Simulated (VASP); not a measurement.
# MgSi32 (a cell with a defect) in VASP: notebook, part 2 of 2

VASP 6.6.1.

## 4. Single point, PBE

Input file INCAR:

```
PREC = Accurate
ENCUT = 520
EDIFF = 1E-6
ISMEAR = 0
SIGMA = 0.02
LREAL = Auto
LASPH = True
NELM = 100
ALGO = Normal
ISIF = 2
LWAVE = False
LCHARG = False
GGA = PE
NBANDS = 87
NELECT = 128.0
```

Input file KPOINTS:

```
Automatic mesh
0
Gamma
  2 2 2
  0.5 0.5 0.5
```

Input file POSCAR:

```
MgSi32
1.0
    0.0000000001     -6.6706137337      6.3650227274
   -0.0000000001      6.6706137337      6.3650227274
   -7.7025612697     -0.0000000001     -6.3650227274
Si Mg
32 1
Direct
    0.4897276961      0.3229090128      0.7492710279
    0.7404625265      0.5736263035      0.2507155649
    0.1078273181      0.4482229834      0.4914902806
    0.6163461585      0.9567778025      0.5085425306
    0.9908694184      0.8235720685      0.7507676729
    0.8732280508      0.1941365637     -0.0000067510
    0.3621810992      0.6980558912      0.0000519308
    0.2400903823      0.0727432619      0.2491724418
    0.6970846099      0.3676095289      0.5005908898
    0.9475700574      0.6160978588     -0.0000432324
    0.3218885304      0.4960798487      0.2606658915
    0.8249660283      0.9885031545      0.2498361172
    0.1964769088      0.8670360475      0.4994210192
    0.0612333116      0.2354643563      0.7394198891
    0.5751193879      0.7386816992      0.7501699497
    0.4524136611      0.1044098503      0.0000005193
    0.6772644780      0.5098972695      0.7507391110
    0.9265328550      0.7591176749      0.2492063267
    0.3017756151      0.6421802751      0.5085934227
    0.7932323491      0.1336027894      0.4914484764
    0.1764321642      0.0095721054      0.7492812842
    0.0519389545      0.3878720619      0.0000567344
    0.5558428162      0.8767279829     -0.0000005193
    0.4271488077      0.2602775055      0.2506999857
    0.8830327396      0.5535997837      0.5006168552
    0.1339048256      0.8024517057     -0.0000453096
    0.5145449591      0.6887106425      0.2606517403
    0.0113267872      0.1749138339      0.2498598755
    0.3824089529      0.0530163231      0.4993936257
    0.2539181912      0.4281298974      0.7394257313
    0.7614501400      0.9250635711      0.7501360648
    0.6455352779      0.2976094209      0.0000041545
    0.3752180031      0.3747211972      0.0000051931
```

Potentials or basis: VASP PAW PBE potentials, release 64 (Si, Mg).

Run with:

```sh
cat potpaw_PBE.64/Si/POTCAR potpaw_PBE.64/Mg/POTCAR > POTCAR
mpirun -np 1 vasp_std > vasp.out
```

OUTCAR:

```text
PREC = Accurate
   ENCUT = 520
   EDIFF = 1E-6
   ISMEAR = 0
   LREAL = Auto
   LASPH = True
   NELM = 100
   ISIF = 2
   GGA = PE
   NELECT = 128.0

 ion  position               nearest neighbor table
   1  0.490  0.323  0.749-  29 2.35  17 2.37  30 2.40  32 2.40  33 2.99
   2  0.740  0.574  0.251-  25 2.35  18 2.37  27 2.40  32 2.40  33 2.99
   3  0.108  0.448  0.491-  30 2.34  28 2.35  25 2.35  19 2.36
   4  0.616  0.957  0.509-  27 2.34  31 2.35  29 2.35  20 2.36
   5  0.991  0.824  0.751-  31 2.35  26 2.35  25 2.35  21 2.37
   6  0.873  0.194  1.000-  31 2.35  28 2.35  32 2.35  22 2.37
[... 586 lines left out ...]
  Total      -13.9521332    -13.4025770    -15.5764305     -0.0001335     -0.0011551     -0.0090471
  in kB      -34.1759258    -32.8297808    -38.1546623     -0.0003270     -0.0028293     -0.0221609
  external PRESSURE =     -35.0534563 kB  Pullay stress =       0.0000000 kB

 VOLUME and BASIS-vectors are now :
 -----------------------------------------------------------------------------
  energy-cutoff  :      520.00
  volume of cell :      654.08
      direct lattice vectors                 reciprocal lattice vectors
     0.000000000 -6.670613734  6.365022727    -0.064913473 -0.074955622  0.078554315
    -0.000000000  6.670613734  6.365022727    -0.064913473  0.074955622  0.078554315
    -7.702561270 -0.000000000 -6.365022727    -0.129826945 -0.000000000  0.000000000

 POSITION                                       TOTAL-FORCE (eV/Angst)
 -----------------------------------------------------------------------------------
     -5.77131     -1.11278      0.40332         0.007239     -0.001097      0.000525
     -1.93115     -1.11290      6.76840        -0.010899     -0.003209     -0.000322
     -3.78573      2.27065      0.41093         0.010042     -0.003139      0.003519
     -3.91708      2.27089      6.77608        -0.006287      0.001210      0.005552
     -5.78283     -1.11598      6.77031        -0.010607     -0.000167      0.005371
     -7.70251     -4.52996      0.42882        -0.002107     -0.003819      0.000244
[... 25 lines left out ...]
     -0.00003     -2.32088      6.00311         0.000928      0.001094      0.002773
     -0.00004     -0.00331      4.77335        -0.000962      0.006825      0.000989
 -----------------------------------------------------------------------------------
    total drift:                                0.006065      0.002547      0.007069

  FREE ENERGIE OF THE ION-ELECTRON SYSTEM (eV)
  ---------------------------------------------------
  free  energy   TOTEN  =      -185.9223625426 eV

  energy  without entropy=     -185.9223625426  energy(sigma->0) =     -185.92236254
```

stdout:

```text
POSCAR found type information on POSCAR SiMg
 POSCAR found :  2 types and      33 ions
 scaLAPACK will be used
 LDA part: xc-table for (Slater+PW92), standard interpolation
 POSCAR, INCAR and KPOINTS ok, starting setup
 FFT: planning ... GRIDC
 FFT: planning ... GRID_SOFT
 FFT: planning ... GRID
 WAVECAR not read
 entering main loop
 the old and the new charge density differ
 old charge density:   130.00000 new  128.00000
    0.191E+01
```

It took 13 min on 1 thread of Oxide Virtual Turin-like, shared host; peak memory 0.76 GiB.

Results:

```yaml
Free_energy: -185.9224 eV
Largest_force: 0.017 eV/Å
```

Forces on the atoms (eV/Å):
```
Si   0.007 -0.001  0.001
Si  -0.011 -0.003  0.000
Si   0.010 -0.003  0.004
Si  -0.006  0.001  0.006
Si  -0.011  0.000  0.005
Si  -0.002 -0.004  0.000
Si   0.001 -0.001 -0.005
Si   0.009  0.001  0.006
Si   0.003 -0.001 -0.002
Si   0.001  0.005  0.012
Si   0.013  0.000  0.011
Si  -0.005  0.004  0.004
Si  -0.003 -0.004  0.001
Si  -0.012 -0.002  0.011
Si   0.006  0.003  0.006
Si   0.001  0.005  0.001
Si  -0.012  0.000 -0.008
Si   0.011  0.002 -0.007
Si  -0.009  0.001 -0.001
Si   0.012 -0.002 -0.003
Si   0.010  0.000 -0.002
Si   0.001 -0.003  0.006
Si  -0.001 -0.010  0.001
Si  -0.014 -0.001 -0.003
Si   0.004  0.000  0.001
Si   0.000  0.004 -0.017
Si   0.011  0.001 -0.008
Si  -0.004  0.002 -0.005
Si  -0.003 -0.003  0.000
Si  -0.010 -0.001 -0.010
Si   0.004  0.002 -0.007
Si   0.001  0.001  0.003
Mg  -0.001  0.007  0.001
```

Caveat: the cell carries a net charge on a neutralising background, which shifts energy and pressure; the cell is charged against a uniform background, so pressure and absolute levels hang on convention.
